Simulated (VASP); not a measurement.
# BaZrO3 (P1) in VASP: notebook

Runs on BaZrO3. Level: PBE+U. Tasks: single point.

All numbers are computed with VASP 6.6.1; they aren't measurements. Logs are shortened: lines on timing, memory, paths and dates and some standing lists are left out, and cuts for length are marked.

## (1) The cell of the first run

The typed cell holds 5 atoms: a = 4.191 Å, b = 4.191 Å, c = 4.191 Å, α = 90.00°, β = 90.00°, γ = 90.00°.

## (2) Single point, PBE+U

File INCAR:

```
PREC = Accurate
ENCUT = 520
EDIFF = 1E-7
ISMEAR = 0
SIGMA = 0.1
LREAL = False
LASPH = True
NELM = 150
ALGO = Normal
ISIF = 2
LWAVE = False
LCHARG = True
LMAXMIX = 4
LDAU = True
LDAUTYPE = 2
LDAUL = -1 2 -1
LDAUU = 0 1 0
LDAUJ = 0 0 0
LDAUPRINT = 1
GGA = PE
LELF = True
LVHAR = True
NBANDS = 28
```

File KPOINTS:

```
regular mesh
0
Gamma
  5 5 5
```

File POSCAR:

```
BaZrO3
1.0
    4.1913400000      0.0000000000      0.0000000000
    0.0000000000      4.1913400000      0.0000000000
    0.0000000000      0.0000000000      4.1913400000
Ba Zr O
1 1 3
Direct
    0.0001980000      0.0077720000     -0.0074240000
    0.5005400000      0.5082770000      0.4918760000
    0.4928290000      0.5011710000      0.0004680000
    0.4943580000      0.0015540000      0.5065890000
   -0.0058270000      0.5059910000      0.5046290000
```

Potentials or basis: VASP PAW PBE potentials, release 64 (Ba_sv, Zr_sv, O).

Started as:

```bash
$ cat potpaw_PBE.64/Ba_sv/POTCAR potpaw_PBE.64/Zr_sv/POTCAR potpaw_PBE.64/O/POTCAR > POTCAR
$ mpirun -np 1 vasp_std > vasp.out
```

OUTCAR:

```text
PREC = Accurate
   ENCUT = 520
   EDIFF = 1E-7
   ISMEAR = 0
   LREAL = False
   LASPH = True
   NELM = 150
   ISIF = 2
   GGA = PE

 ion  position               nearest neighbor table
   1  0.000  0.008  0.993-   4 2.91   3 2.92   5 2.92   5 2.93   4 2.94   3 2.96   3 2.97   4 2.99
                             5 2.99   5 3.00   3 3.01   4 3.02   2 3.63   2 3.63   2 3.63   2 3.63
   2  0.501  0.508  0.492-   3 2.06   4 2.07   5 2.07   5 2.12   4 2.12   3 2.13   1 3.63   1 3.63
                             1 3.63   1 3.63   1 3.63   1 3.63   1 3.63   1 3.63
   3  0.493  0.501  0.000-   2 2.06   2 2.13   1 2.92   1 2.96   1 2.97   1 3.01
   4  0.494  0.002  0.507-   2 2.07   2 2.12   1 2.91   1 2.94   1 2.99   1 3.02
   5  0.994  0.506  0.505-   2 2.07   2 2.12   1 2.92   1 2.93   1 2.99   1 3.00

  LATTYP: Found a simple cubic cell.
 ALAT       =     4.1913400000

  Lattice vectors:

 A1 = (   4.1913400000,   0.0000000000,   0.0000000000)
 A2 = (   0.0000000000,   4.1913400000,   0.0000000000)
 A3 = (   0.0000000000,   0.0000000000,   4.1913400000)

Analysis of symmetry for initial positions (statically):
=====================================================================
 Subroutine PRICEL returns:
 Original cell was already a primitive cell.

 Routine SETGRP: Setting up the symmetry group for a
 simple cubic supercell.

 Subroutine GETGRP returns: Found  1 space group operations
 (whereof  1 operations were pure point group operations)
 out of a pool of 48 trial point group operations.

The static configuration has the point symmetry C_1 .

Analysis of symmetry for dynamics (positions and initial velocities):
=====================================================================
 Subroutine PRICEL returns:
 Original cell was already a primitive cell.

 Routine SETGRP: Setting up the symmetry group for a
 simple cubic supercell.

 Subroutine GETGRP returns: Found  1 space group operations
 (whereof  1 operations were pure point group operations)
 out of a pool of 48 trial point group operations.

The dynamic configuration has the point symmetry C_1 .

 Subroutine INISYM returns: Found  1 space group operations
 (whereof  1 operations are pure point group operations),
 and found     1 'primitive' translations

----------------------------------------------------------------------------------------

                                     Primitive cell

  volume of cell :      73.6307

  direct lattice vectors                    reciprocal lattice vectors
     4.191340000  0.000000000  0.000000000     0.238587182  0.000000000  0.000000000
     0.000000000  4.191340000  0.000000000     0.000000000  0.238587182  0.000000000
     0.000000000  0.000000000  4.191340000     0.000000000  0.000000000  0.238587182

  length of vectors
     4.191340000  4.191340000  4.191340000     0.238587182  0.238587182  0.238587182

  position of ions in fractional coordinates (direct lattice)
     0.000198000  0.007772000  0.992576000
     0.500540000  0.508277000  0.491876000
     0.492829000  0.501171000  0.000468000
     0.494358000  0.001554000  0.506589000
     0.994173000  0.505991000  0.504629000

  ion indices of the primitive-cell ions
   primitive index   ion index
                 1           1
                 2           2
                 3           3
                 4           4
                 5           5

----------------------------------------------------------------------------------------

 KPOINTS: regular mesh

Automatic generation of k-mesh.
 Grid dimensions read from file:
 generate k-points for:    5    5    5

 Generating k-lattice:

  Cartesian coordinates                     Fractional coordinates (reciprocal lattice)
     0.047717436  0.000000000  0.000000000     0.200000000  0.000000000  0.000000000
     0.000000000  0.047717436  0.000000000     0.000000000  0.200000000  0.000000000
     0.000000000  0.000000000  0.047717436     0.000000000  0.000000000  0.200000000

  Length of vectors
     0.047717436  0.047717436  0.047717436

  Shift w.r.t. Gamma in fractional coordinates (k-lattice)
     0.000000000  0.000000000  0.000000000

 Subroutine IBZKPT returns following result:
 ===========================================

 Found     63 irreducible k-points:

 Following reciprocal coordinates:
            Coordinates               Weight
  0.000000  0.000000  0.000000      1.000000
  0.200000  0.000000  0.000000      2.000000
  0.000000  0.200000  0.000000      2.000000
  0.000000  0.000000  0.200000      2.000000
  0.400000  0.000000  0.000000      2.000000
  0.000000  0.400000  0.000000      2.000000
[... 16 lines left out ...]
  0.000000 -0.200000  0.400000      2.000000
  0.400000 -0.200000  0.000000      2.000000
 [... further k-points ...]
   k-points           NKPTS =     63   k-points in BZ     NKDIM =     63   number of bands    NBANDS=     28
   number of dos      NEDOS =    301   number of ions     NIONS =      5
   total plane-waves  NPLWV =  32768
   dimension x,y,z NGX =    32 NGY =   32 NGZ =   32
   dimension x,y,z NGXF=    64 NGYF=   64 NGZF=   64
   ions per type =               1   1   3
   NGX,Y,Z   is equivalent  to a cutoff of  12.69, 12.69, 12.69 a.u.
   NGXF,Y,Z  is equivalent  to a cutoff of  25.39, 25.39, 25.39 a.u.
 SYSTEM =  unknown system
   PREC   = accura    normal or accurate (medium, high low for compatibility)
   ISTART =      0    job   : 0-new  1-cont  2-samecut
   ICHARG =      2    charge: 1-file 2-atom 10-const
   ISPIN  =      1    spin polarized calculation?
   LNONCOLLINEAR =      F non collinear calculations
   LSORBIT =      F    spin-orbit coupling
   LASPH  =      T    aspherical Exc in radial PAW
   ENCUT  =  520.0 eV  38.22 Ry    6.18 a.u.   7.79  7.79  7.79*2*pi/ulx,y,z
   NELM   =    150;   NELMIN=  2; NELMDL= -5     # of ELM steps
   EDIFF  = 0.1E-06   stopping-criterion for ELM
   LREAL  =      F    real-space projection
   EDIFFG = 0.1E-05   stopping-criterion for IOM
   NSW    =      0    number of steps for IOM
   IBRION =     -1    ionic relax: 0-MD 1-quasi-New 2-CG
   NFREE  =      0    steps in history (QN), initial steepest desc. (CG)
   ISIF   =      2    stress and relaxation
   ISYM   =      2    0-nonsym 1-usesym 2-fastsym
   POTIM  = 0.5000    time-step for ionic-motion
   TEBEG  =    0.0;   TEEND  =   0.0 temperature during run
   PSTRESS=    0.0 pullay stress
   NELECT =      40.0000    total number of electrons
   NUPDOWN=      -1.0000    fix difference up-down
   EMIN   =  10.00;   EMAX   =-10.00  energy-range for DOS
   EFERMI =   0.00;   METHOD = LEGACY
   ISMEAR =     0;   SIGMA  =   0.10  broadening in eV -4-tet -1-fermi 0-gaus
   EFERMI_NEDOS =   21; number of points for ismear=-14 and -15
   IALGO  =     38    algorithm
   IMIX   =      4    mixing-type and parameters
     AMIX     =   0.40;   BMIX     =  1.00
     AMIX_MAG =   1.60;   BMIX_MAG =  1.00
  volume/ion in A,a.u.               =      14.73        99.38
  Fermi-wavevector in a.u.,A,eV,Ry     =   1.335802  2.524299 24.277770  1.784366
  Thomas-Fermi vector in A             =   2.464478
   LORBIT       =      0    0 simple, 1 ext, 2 COOP (PROOUT), +10 PAW based schemes
 LDA+U is selected, type is set to LDAUTYPE =  2
   angular momentum for each species LDAUL =    -1    2   -1
   U (eV)           for each species LDAUU =   0.0  1.0  0.0
   J (eV)           for each species LDAUJ =   0.0  0.0  0.0
   GGA     = PE    functional components
   LHFCALC =     F    Hartree Fock is set to
   AEXX    =    0.0000 exact exchange contribution
   IVDW    =     0    specifies the selected vdW correction
   LEPSILON=     F    determine dielectric tensor
   LRPA    =     F    only Hartree local field effects (RPA)
 non-spin polarized calculation
 Gauss-broadening in eV      SIGMA  =   0.10
  energy-cutoff  :      520.00
  volume of cell :       73.63
 maximum number of plane-waves:      1993
   NGX = 15   NGY = 15   NGZ = 15

atom =   2  type =  2  l = 2

 onsite density matrix

spin component  1

  0.0924  0.0000  0.0002  0.0001  0.0001
  0.0000  0.0932  0.0001  0.0000 -0.0006
  0.0002  0.0001  0.2179  0.0002 -0.0000
  0.0001  0.0000  0.0002  0.0931  0.0005
  0.0001 -0.0006 -0.0000  0.0005  0.2174

spin component  2

  0.0924  0.0000  0.0002  0.0001  0.0001
  0.0000  0.0932  0.0001  0.0000 -0.0006
  0.0002  0.0001  0.2179  0.0002 -0.0000
  0.0001  0.0000  0.0002  0.0931  0.0005
  0.0001 -0.0006 -0.0000  0.0005  0.2174

 occupancies and eigenvectors

  o =  0.0923  v =  0.9857 -0.0337 -0.0015 -0.1654 -0.0006  0.0000  0.0000  0.0000  0.0000  0.0000      0.0000  0.0000  0.0000  0.0000  0.0000  0.0000  0.0000  0.0000  0.0000  0.0000
  o =  0.0923  v =  0.0000  0.0000  0.0000  0.0000  0.0000  0.9857 -0.0337 -0.0015 -0.1654 -0.0006      0.0000  0.0000  0.0000  0.0000  0.0000  0.0000  0.0000  0.0000  0.0000  0.0000
  o =  0.0931  v = -0.1315  0.4606  0.0013 -0.8778  0.0057  0.0000  0.0000  0.0000  0.0000  0.0000      0.0000  0.0000  0.0000  0.0000  0.0000  0.0000  0.0000  0.0000  0.0000  0.0000
  o =  0.0931  v =  0.0000  0.0000  0.0000  0.0000  0.0000 -0.1315  0.4606  0.0013 -0.8778  0.0057      0.0000  0.0000  0.0000  0.0000  0.0000  0.0000  0.0000  0.0000  0.0000  0.0000
  o =  0.0932  v = -0.1058 -0.8869  0.0018 -0.4496 -0.0021  0.0000  0.0000  0.0000  0.0000  0.0000      0.0000  0.0000  0.0000  0.0000  0.0000  0.0000  0.0000  0.0000  0.0000  0.0000
  o =  0.0932  v =  0.0000  0.0000  0.0000  0.0000  0.0000 -0.1058 -0.8869  0.0018 -0.4496 -0.0021      0.0000  0.0000  0.0000  0.0000  0.0000  0.0000  0.0000  0.0000  0.0000  0.0000
  o =  0.2174  v = -0.0013  0.0045 -0.0942 -0.0041 -0.9955  0.0000  0.0000  0.0000  0.0000  0.0000      0.0000  0.0000  0.0000  0.0000  0.0000  0.0000  0.0000  0.0000  0.0000  0.0000
  o =  0.2174  v =  0.0000  0.0000  0.0000  0.0000  0.0000 -0.0013  0.0045 -0.0942 -0.0041 -0.9955      0.0000  0.0000  0.0000  0.0000  0.0000  0.0000  0.0000  0.0000  0.0000  0.0000
  o =  0.2179  v =  0.0000  0.0000  0.0000  0.0000  0.0000  0.0018  0.0014  0.9955  0.0013 -0.0942      0.0000  0.0000  0.0000  0.0000  0.0000  0.0000  0.0000  0.0000  0.0000  0.0000
  o =  0.2179  v =  0.0018  0.0014  0.9955  0.0013 -0.0942  0.0000  0.0000  0.0000  0.0000  0.0000      0.0000  0.0000  0.0000  0.0000  0.0000  0.0000  0.0000  0.0000  0.0000  0.0000

 number of electron      39.9999999 magnetization

 Free energy of the ion-electron system (eV)
  ---------------------------------------------------
  ext. energy  EPLUGINS =         0.00000000
  ---------------------------------------------------
  free energy    TOTEN  =       -41.07361954 eV

  energy without entropy =      -41.07361954  energy(sigma->0) =      -41.07361954

 E-fermi :   4.2698     XC(G=0): -10.7715

 val. band max:        3.7148990663   @ k =  -0.4000  -0.4000   0.4000
 cond. band min:       7.1774254582   @ k =   0.0000   0.0000   0.0000
 fundamental gap:      3.4625263918
 Fermi energy:         4.2698385119

 k-point     1 :       0.0000    0.0000    0.0000
  band No.  band energies     occupation
      1     -43.3786      2.00000
      2     -21.5331      2.00000
      3     -21.5300      2.00000
      4     -21.5287      2.00000
      5     -21.4918      2.00000
      6     -12.5602      2.00000
[... 20 lines left out ...]
     27      11.3896      0.00000
     28      11.3985      0.00000

 k-point     2 :       0.2000    0.0000    0.0000
  band No.  band energies     occupation
      1     -43.3775      2.00000
      2     -21.6969      2.00000
      3     -21.5304      2.00000
      4     -21.5266      2.00000
      5     -21.3887      2.00000
      6     -12.5804      2.00000
[... 20 lines left out ...]
     27      11.3968      0.00000
     28      11.9221      0.00000

 k-point     3 :       0.0000    0.2000    0.0000
  band No.  band energies     occupation
      1     -43.3775      2.00000
      2     -21.6971      2.00000
      3     -21.5303      2.00000
      4     -21.5264      2.00000
      5     -21.3887      2.00000
      6     -12.5803      2.00000
[... 616 lines left out ...]
      3     -21.6145      2.00000
      4     -21.5209      2.00000
      5     -21.3424      2.00000
      6     -12.5393      2.00000
[... 20 lines left out ...]
     27      11.7231      0.00000
     28      12.2283      0.00000

 k-point    24 :       0.4000   -0.2000    0.0000
  band No.  band energies     occupation
      1     -43.3745      2.00000
      2     -21.8229      2.00000
      3     -21.6141      2.00000
      4     -21.5236      2.00000
      5     -21.3421      2.00000
      6     -12.5416      2.00000
[... 20 lines left out ...]
     27      11.7378      0.00000
     28      12.2125      0.00000

 [... further k-points ...]
[... 5 lines left out ...]
  --------------------------------------------------------------------------------------
  -------------------------------------------------------------------------------------
  Total        2.8531499      2.8293904      2.9125486      0.0009552      0.0054114     -0.0024216
  in kB       62.0835427     61.5665459     63.3760383      0.0207842      0.1177492     -0.0526929
  external PRESSURE =      62.3420423 kB  Pullay stress =       0.0000000 kB

 VOLUME and BASIS-vectors are now :
 -----------------------------------------------------------------------------
  energy-cutoff  :      520.00
  volume of cell :       73.63
      direct lattice vectors                 reciprocal lattice vectors
     4.191340000  0.000000000  0.000000000     0.238587182  0.000000000  0.000000000
     0.000000000  4.191340000  0.000000000     0.000000000  0.238587182  0.000000000
     0.000000000  0.000000000  4.191340000     0.000000000  0.000000000  0.238587182

 POSITION                                       TOTAL-FORCE (eV/Angst)
 -----------------------------------------------------------------------------------
      0.00083      0.03258      4.16022        -0.005339     -0.010301     -0.009855
      2.09793      2.13036      2.06162        -0.188602     -0.196769      0.269792
      2.06561      2.10058      0.00196         0.011111     -0.009256     -0.128030
      2.07202      0.00651      2.12329        -0.002193      0.268771     -0.075038
      4.16692      2.12078      2.11507         0.185023     -0.052444     -0.056868
 -----------------------------------------------------------------------------------
    total drift:                               -0.000055     -0.000085      0.000126

  FREE ENERGIE OF THE ION-ELECTRON SYSTEM (eV)
  ---------------------------------------------------
  free  energy   TOTEN  =       -41.0736195380 eV

  energy  without entropy=      -41.0736195380  energy(sigma->0) =      -41.07361954
```

It took 40 s on 1 thread of Intel Xeon 6975P-C (Granite Rapids), shared host; peak memory 0.25 GiB.

What came out:

```
Free energy            : -41.0736 eV
Pressure               : 6.2 GPa
Largest force          : 0.384 eV/Å
Band gap on the k mesh : 3.46 eV, indirect (least direct gap 3.61 eV)
```

Forces in eV/Å, atoms in the order of the input:
```
Ba  -0.005 -0.010 -0.010
Zr  -0.189 -0.197  0.270
O    0.011 -0.009 -0.128
O   -0.002  0.269 -0.075
O    0.185 -0.052 -0.057
```

Levels at points of the mesh, in eV from the valence-band top:
| k point | band 18 | band 19 | band 20 | band 21 | band 22 | band 23 |
| --- | --- | --- | --- | --- | --- | --- |
| (0.00, 0.00, 0.00) | -0.17 | -0.15 | -0.14 | 3.46 | 3.49 | 3.50 |

Eigenvalues of the final occupation matrices:
```csv
site,spin,trace,eigenvalues
site 2 d,1,0.71,0.09 0.09 0.09 0.22 0.22
site 2 d,2,0.71,0.09 0.09 0.09 0.22 0.22
```

Caveat: spin-orbit coupling is left out, which moves the levels of the heavy elements.

[end of part 1 of 2]
